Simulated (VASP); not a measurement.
Runs of VASP 6.6.1 on BN. The structure is that of space group P-6m2 (No. 187), or close to it. The cells are those of the table. 

```tsv
cell	gap on the mesh (eV)	pressure (GPa)	largest force (eV/Å)
a = 2.565, b = 2.521, c = 6.592 Å, angles 90.0, 90.0, 120.6°, 4 atoms	4.27	-7.7	0.24
a = 2.389, b = 2.477, c = 6.592 Å, angles 90.0, 90.0, 118.8°, 4 atoms	4.36	19.8	0.81
a = 2.506, b = 2.506, c = 6.592 Å, angles 90.0, 90.0, 120.0°, 4 atoms	(a)	0.1	-
a = 2.682, b = 2.551, c = 6.592 Å, angles 90.0, 90.0, 121.7°, 4 atoms	4.07	-20.1	0.48
a = 2.448, b = 2.492, c = 6.592 Å, angles 90.0, 90.0, 119.4°, 4 atoms	4.36	9.1	0.34
a = 2.331, b = 2.463, c = 6.592 Å, angles 90.0, 90.0, 118.2°, 4 atoms	4.32	(b)	1.40
a = 2.623, b = 2.536, c = 6.592 Å, angles 90.0, 90.0, 121.1°, 4 atoms	4.19	-14.4	0.40
```

Alike in all rows: task single point; level PBE+D3(BJ); potentials or basis VASP PAW PBE potentials, release 64 (B, N); no spin polarisation; k mesh 12 × 12 × 4; cutoff (eV) 520; smearing methfessel-paxton 0.05 eV.

Problem. Fill in the values left out.

Solution. (a) 4.35; (b) 32.3.

Caveats: the cell stands under tension (at least some runs); the cell stands under pressure (at least some runs); forces of over 1 eV/Å act on the atoms, so gaps and moduli don't describe the material at rest (at least some runs).

A k mesh can miss the band edges.
